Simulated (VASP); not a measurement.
Here is a VASP 6.6.1 calculation.

Contents of INCAR:

```
SYSTEM = Ga32As11P21
ALGO = Normal ; EDIFF = 1E-6
ENCUT = 500 ; GGA = PE
GGA_COMPAT = .FALSE. ; ISIF = 2
ISMEAR = -1 ; ISYM = -1
LASPH = .TRUE. ; LCHARG = .TRUE.
LELF = .TRUE. ; LREAL = Auto
LVHAR = .TRUE. ; LWAVE = .FALSE.
NBANDS = 326 ; NELM = 120
PREC = Accurate ; SIGMA = 0.05
```

Contents of KPOINTS:

```
explicit points
1
Reciprocal
  0.25000000   0.25000000   0.25000000 1
```

Contents of POSCAR:

```
Ga32As11P21
1.0
   11.0320340000      0.0000000000      0.0000000000
    0.0000000000     11.0320340000      0.0000000000
    0.0000000000      0.0000000000     11.0320340000
Ga P As
32 21 11
Direct
    0.9982860000      0.0055280000      0.0024230000
    0.9967640000      0.0005080000      0.5001100000
    0.9983190000      0.4991310000      0.0013900000
    0.9992610000      0.5021970000      0.4998070000
    0.5005370000      0.9968930000      0.9997450000
    0.4984760000      0.0020250000      0.4947170000
    0.4982690000      0.4999960000      0.0045740000
    0.4984320000      0.5033510000      0.4988850000
    0.2517470000      0.2550190000      0.0034060000
    0.2512760000      0.2493150000      0.4977220000
    0.2522080000      0.7518060000      0.0044930000
    0.2487800000      0.7512800000      0.4976650000
    0.7563330000      0.2519010000      0.9993220000
    0.7518980000      0.2484160000      0.5002170000
    0.7456310000      0.7521590000      0.0037430000
    0.7446590000      0.7470700000      0.4979740000
    0.2438530000      0.0012670000      0.2521040000
    0.2463420000      0.9954910000      0.7492920000
    0.2483630000      0.4987560000      0.2499980000
    0.2537450000      0.5020790000      0.7506710000
    0.7489000000      0.9992630000      0.2557840000
    0.7466610000      0.9988050000      0.7518230000
    0.7497710000      0.4991980000      0.2478490000
    0.7522380000      0.5004030000      0.7485610000
    0.0040070000      0.2474130000      0.2501400000
    0.9925770000      0.2517170000      0.7486660000
    0.0024030000      0.7483050000      0.2493210000
    0.9991310000      0.7522600000      0.7500610000
    0.4994950000      0.2475830000      0.2500630000
    0.5013670000      0.2459630000      0.7504060000
    0.4960460000      0.7501880000      0.2513850000
    0.4927870000      0.7516470000      0.7477650000
    0.1221520000      0.1249650000      0.1208300000
    0.1235320000      0.1220540000      0.6227210000
    0.1228370000      0.6212240000      0.6263140000
    0.6245780000      0.1206090000      0.1249520000
    0.6221940000      0.6285720000      0.6239700000
    0.3758470000      0.3788130000      0.1249350000
    0.3785780000      0.3754050000      0.6280920000
    0.3745440000      0.8798470000      0.1227460000
    0.3734040000      0.8751760000      0.6281980000
    0.8742390000      0.3736060000      0.1253260000
    0.8768520000      0.3714980000      0.6282230000
    0.3733330000      0.1295960000      0.3760530000
    0.3746810000      0.6260360000      0.3762700000
    0.3795690000      0.6231200000      0.8751290000
    0.8762810000      0.1273950000      0.3755590000
    0.8735650000      0.1248690000      0.8794640000
    0.8792840000      0.6247050000      0.3745610000
    0.1215320000      0.3730860000      0.3734060000
    0.1247020000      0.3749890000      0.8797530000
    0.1217970000      0.8702340000      0.8794810000
    0.6265800000      0.3755220000      0.8732420000
    0.1206810000      0.6218240000      0.1227140000
    0.6285060000      0.1224690000      0.6252760000
    0.6259490000      0.6203150000      0.1248080000
    0.8717810000      0.8772290000      0.1242790000
    0.8781600000      0.8743980000      0.6259510000
    0.3773570000      0.1225370000      0.8726900000
    0.8734380000      0.6247920000      0.8771320000
    0.1231840000      0.8792950000      0.3761960000
    0.6265920000      0.3769520000      0.3737520000
    0.6266370000      0.8753600000      0.3707770000
    0.6235400000      0.8736440000      0.8735390000
```

Potentials or basis: VASP PAW PBE potentials, release 64 (Ga_d, P, As).

The run is started by

```bash
$ cat potpaw_PBE.64/Ga_d/POTCAR potpaw_PBE.64/P/POTCAR potpaw_PBE.64/As/POTCAR > POTCAR
$ mpirun -np 1 vasp_std > vasp.out
```

(1) Predict the pressure.

(2) What does it give for the band gap on the k mesh?

(3) Estimate the largest force.

Answers

(1) 3.3 GPa.

(2) 1.73 eV.

(3) 1.617 eV/Å.

Caveat: the cell stands under pressure; a shifted mesh leaves out Γ, where band edges can lie; forces of over 1 eV/Å act on the atoms, so gaps and moduli don't describe the material at rest.
